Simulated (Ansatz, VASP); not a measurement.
# WS2: VASP beside Ansatz

```
W S
1.0
     3.37994    0.00000    0.00000
    -1.68997    2.92711    0.00000
     0.00000    0.00000   22.36875
W S
2 4
Direct
  0.33333 0.66667 0.63028
  0.66667 0.33333 0.36972
  0.33333 0.66667 0.30289
  0.66667 0.33333 0.56333
  0.33333 0.66667 0.43667
  0.66667 0.33333 0.69711
```

Alike in both runs: task single point; functional LDA; k mesh 12 × 12 × 2; occupations gaussian, width 0.05 eV; no spin polarisation.

|  | VASP | Ansatz |
| --- | --- | --- |
| version | VASP 6.6.1 | Ansatz 0.2.0 |
| potentials or method | VASP PAW LDA potentials, release 64 (W_sv, S), cutoff 520 eV | scalar-relativistic, plane waves, PAW |
| valence electrons in the cell | 52 | 52 |

```csv
,VASP,Ansatz,Ansatz less VASP
gap on the k mesh at the Fermi level (eV),0.08,0.07,-0.009
least direct gap on the mesh (eV),1.14,1.13,-0.006
rms of the force components (eV/Å),0.162,0.179,+0.0175
```

Ansatz warns that its potentials were made for another functional, while VASP's fit it. LDA's correlation is that of Perdew and Zunger in VASP and of Perdew and Wang (1992) in Ansatz. Atom by atom the forces differ by 0.018 eV/Å (rms over components).

Spin-orbit coupling is off throughout.
